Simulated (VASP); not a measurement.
# ScAsSe4 (P6/mmm) in VASP: single point with PBE

Aim: the single point of ScAsSe4 with PBE.

Program: VASP 6.6.1. These are calculated values, not measurements. Logs are shortened: lines on timing, memory, paths and dates and some standing lists are left out, and cuts for length are marked.

### 1 The cell of the first run

Symmetry: P6/mmm, No. 191, hexagonal system. The conventional cell has a = 5.032 Å, b = 5.032 Å, c = 5.645 Å, α = 90.00°, β = 90.00°, γ = 120.00°. Within 3.7 Å of Sc (site symmetry 6/mmm) lie 2 As at 2.82 Å and 12 Se at 3.21 Å. Within 3.7 Å of As (site symmetry 6/mmm) lie 2 Sc at 2.82 Å and 12 Se at 3.25 Å. Within 3.6 Å of Se (site symmetry 3m) lie 5 Se at 2.73 to 2.92 Å and 3 Sc at 3.21 Å and 3 As at 3.25 Å.

The cell was generated, and may not be a known phase.

### 2 Single point, PBE

Contents of INCAR:

```
SYSTEM = ScAsSe4
  PREC = Accurate
  ENCUT = 500
  EDIFF = 1E-6
  ISMEAR = 0
  SIGMA = 0.15
  LREAL = .FALSE.
  LASPH = .TRUE.
  NELM = 120
  ALGO = Normal
  ISIF = 2
  LWAVE = .FALSE.
  LCHARG = .FALSE.
  GGA = PE
  NBANDS = 29
  GGA_COMPAT = .FALSE.
```

Contents of KPOINTS:

```
Automatic mesh
0
G
  3 3 2
  0 0 0
```

Contents of POSCAR:

```
ScAsSe4
1.0
    5.0322799848      0.0000000034      0.0000000000
   -2.5161399954      4.3580823041      0.0000000000
    0.0000000000      0.0000000000      5.6452425400
Sc As Se
1 1 4
Direct
    0.0000000000      0.0000000000      0.0000000000
    0.0000000000      0.0000000000      0.5000000000
    0.3333333333      0.6666666667      0.7582005134
    0.3333333333      0.6666666667      0.2417994866
    0.6666666667      0.3333333333      0.7582005134
    0.6666666667      0.3333333333      0.2417994866
```

Potentials or basis: VASP PAW PBE potentials, release 64 (Sc_sv, As, Se).

Started as:

```sh
$ cat potpaw_PBE.64/Sc_sv/POTCAR potpaw_PBE.64/As/POTCAR potpaw_PBE.64/Se/POTCAR > POTCAR
$ mpirun -np 1 vasp_std > vasp.out
```

OUTCAR:

```text
SYSTEM = ScAsSe4
   PREC = Accurate
   ENCUT = 500
   EDIFF = 1E-6
   ISMEAR = 0
   LREAL = .FALSE.
   LASPH = .TRUE.
   NELM = 120
   ISIF = 2
   GGA = PE

 ion  position               nearest neighbor table
   1  0.000  0.000  0.000-   2 2.82   2 2.82
   2  0.000  0.000  0.500-   1 2.82   1 2.82
   3  0.333  0.667  0.758-   4 2.73
   4  0.333  0.667  0.242-   3 2.73
   5  0.667  0.333  0.758-   6 2.73
   6  0.667  0.333  0.242-   5 2.73

  LATTYP: Found a hexagonal cell.
 ALAT       =     5.0322799848
 C/A-ratio  =     1.1218061310

  Lattice vectors:

 A1 = (   5.0322799848,   0.0000000034,   0.0000000000)
 A2 = (  -2.5161399954,   4.3580823041,   0.0000000000)
 A3 = (   0.0000000000,   0.0000000000,   5.6452425400)

Analysis of symmetry for initial positions (statically):
=====================================================================
 Subroutine PRICEL returns:
 Original cell was already a primitive cell.

 Routine SETGRP: Setting up the symmetry group for a
 hexagonal supercell.

 Subroutine GETGRP returns: Found 24 space group operations
 (whereof 24 operations were pure point group operations)
 out of a pool of 24 trial point group operations.

The static configuration has the point symmetry D_6h.

Analysis of symmetry for dynamics (positions and initial velocities):
=====================================================================
 Subroutine PRICEL returns:
 Original cell was already a primitive cell.

 Routine SETGRP: Setting up the symmetry group for a
 hexagonal supercell.

 Subroutine GETGRP returns: Found 24 space group operations
 (whereof 24 operations were pure point group operations)
 out of a pool of 24 trial point group operations.

The dynamic configuration has the point symmetry D_6h.

 Subroutine INISYM returns: Found 24 space group operations
 (whereof 24 operations are pure point group operations),
 and found     1 'primitive' translations

----------------------------------------------------------------------------------------

                                     Primitive cell

  volume of cell :     123.8063

  direct lattice vectors                    reciprocal lattice vectors
     5.032279985  0.000000003  0.000000000     0.198717083  0.114729362  0.000000000
    -2.516139995  4.358082304  0.000000000    -0.000000000  0.229458723  0.000000000
     0.000000000  0.000000000  5.645242540     0.000000000  0.000000000  0.177140308
[... 75 lines left out ...]
   EDIFFG = 0.1E-04   stopping-criterion for IOM
   NSW    =      0    number of steps for IOM
   IBRION =     -1    ionic relax: 0-MD 1-quasi-New 2-CG
   NFREE  =      0    steps in history (QN), initial steepest desc. (CG)
   ISIF   =      2    stress and relaxation
   ISYM   =      2    0-nonsym 1-usesym 2-fastsym
   POTIM  = 0.5000    time-step for ionic-motion
   TEBEG  =    0.0;   TEEND  =   0.0 temperature during run
   PSTRESS=    0.0 pullay stress
   NELECT =      40.0000    total number of electrons
   NUPDOWN=      -1.0000    fix difference up-down
   EMIN   =  10.00;   EMAX   =-10.00  energy-range for DOS
   EFERMI =   0.00;   METHOD = LEGACY
   ISMEAR =     0;   SIGMA  =   0.15  broadening in eV -4-tet -1-fermi 0-gaus
   EFERMI_NEDOS =   21; number of points for ismear=-14 and -15
   IALGO  =     38    algorithm
   IMIX   =      4    mixing-type and parameters
     AMIX     =   0.40;   BMIX     =  1.00
     AMIX_MAG =   1.60;   BMIX_MAG =  1.00
  volume/ion in A,a.u.               =      20.63       139.25
  Fermi-wavevector in a.u.,A,eV,Ry     =   1.123347  2.122818 17.169304  1.261908
  Thomas-Fermi vector in A             =   2.260012
   LORBIT       =      0    0 simple, 1 ext, 2 COOP (PROOUT), +10 PAW based schemes
   GGA     = PE    functional components
   LHFCALC =     F    Hartree Fock is set to
   AEXX    =    0.0000 exact exchange contribution
   IVDW    =     0    specifies the selected vdW correction
   LEPSILON=     F    determine dielectric tensor
   LRPA    =     F    only Hartree local field effects (RPA)
 non-spin polarized calculation
 Gauss-broadening in eV      SIGMA  =   0.15
  energy-cutoff  :      500.00
  volume of cell :      123.81
 maximum number of plane-waves:      3166
 NGX is ok and might be reduce to    40
   NGX = 19   NGY = 19   NGZ = 21

 number of electron      40.0000000 magnetization

 Free energy of the ion-electron system (eV)
  ---------------------------------------------------
  ext. energy  EPLUGINS =         0.00000000
  ---------------------------------------------------
  free energy    TOTEN  =       -25.83930841 eV

  energy without entropy =      -25.79251644  energy(sigma->0) =      -25.81591242

 E-fermi :   5.4923     XC(G=0): -10.4643

 val. band max:        5.3838421766   @ k =   0.0000   0.0000   0.5000
 cond. band min:       5.4957883048   @ k =   0.3333   0.0000   0.0000
 fundamental gap:      0.1119461282
 Fermi energy:         5.4922879439

 k-point     1 :       0.0000    0.0000    0.0000
  band No.  band energies     occupation
      1     -44.9436      2.00000
      2     -23.5620      2.00000
      3     -23.5620      2.00000
      4     -23.4933      2.00000
      5     -10.0733      2.00000
      6      -7.6629      2.00000
[... 181 lines left out ...]
     28       7.8594      0.00000
     29       7.8638      0.00000

------------------------ aborting loop because EDIFF is reached ----------------------------------------

  FORCE on cell =-STRESS in cart. coord.  units (eV):
  Direction    XX          YY          ZZ          XY          YZ          ZX
  --------------------------------------------------------------------------------------
  -------------------------------------------------------------------------------------
  Total        0.1263316      0.1263316      0.1014984     -0.0000000      0.0000000     -0.0000000
  in kB        1.6348575      1.6348575      1.3134910     -0.0000000      0.0000000     -0.0000000
  external PRESSURE =       1.5277353 kB  Pullay stress =       0.0000000 kB

 VOLUME and BASIS-vectors are now :
 -----------------------------------------------------------------------------
  energy-cutoff  :      500.00
  volume of cell :      123.81
      direct lattice vectors                 reciprocal lattice vectors
     5.032279985  0.000000003  0.000000000     0.198717083  0.114729362  0.000000000
    -2.516139995  4.358082304  0.000000000    -0.000000000  0.229458723  0.000000000
     0.000000000  0.000000000  5.645242540     0.000000000  0.000000000  0.177140308

 POSITION                                       TOTAL-FORCE (eV/Angst)
 -----------------------------------------------------------------------------------
      0.00000      0.00000      0.00000        -0.000000      0.000000      0.000000
      0.00000      0.00000      2.82262        -0.000000      0.000000      0.000000
     -0.00000      2.90539      4.28023        -0.000000     -0.000000     -0.004768
     -0.00000      2.90539      1.36502        -0.000000      0.000000      0.004768
      2.51614      1.45269      4.28023         0.000000     -0.000000     -0.004768
      2.51614      1.45269      1.36502         0.000000     -0.000000      0.004768
 -----------------------------------------------------------------------------------
    total drift:                                0.000000     -0.000000     -0.000000

  FREE ENERGIE OF THE ION-ELECTRON SYSTEM (eV)
  ---------------------------------------------------
  free  energy   TOTEN  =       -25.8393084119 eV

  energy  without entropy=      -25.7925164363  energy(sigma->0) =      -25.81591242
```

Run time: 34 s. Hardware: 1 thread of Intel Xeon 8259CL, shared host; peak memory 0.25 GiB.

Results:

```
Free energy            : -25.8393 eV
Pressure               : 0.2 GPa
Largest force          : 0.005 eV/Å
Band gap on the k mesh : zero (bands 20 and 21 overlap by 1.54 eV)
```

Forces in eV/Å, atoms in the order of the input:
```
Sc   0.000  0.000  0.000
As   0.000  0.000  0.000
Se   0.000  0.000 -0.005
Se   0.000  0.000  0.005
Se   0.000  0.000 -0.005
Se   0.000  0.000  0.005
```

Caveat: the k points lie up to 0.56 Å⁻¹ apart, too coarse for converged energies and pressures of a metal.

The gap in the log of VASP goes by the Fermi energy; the results here count the filled bands.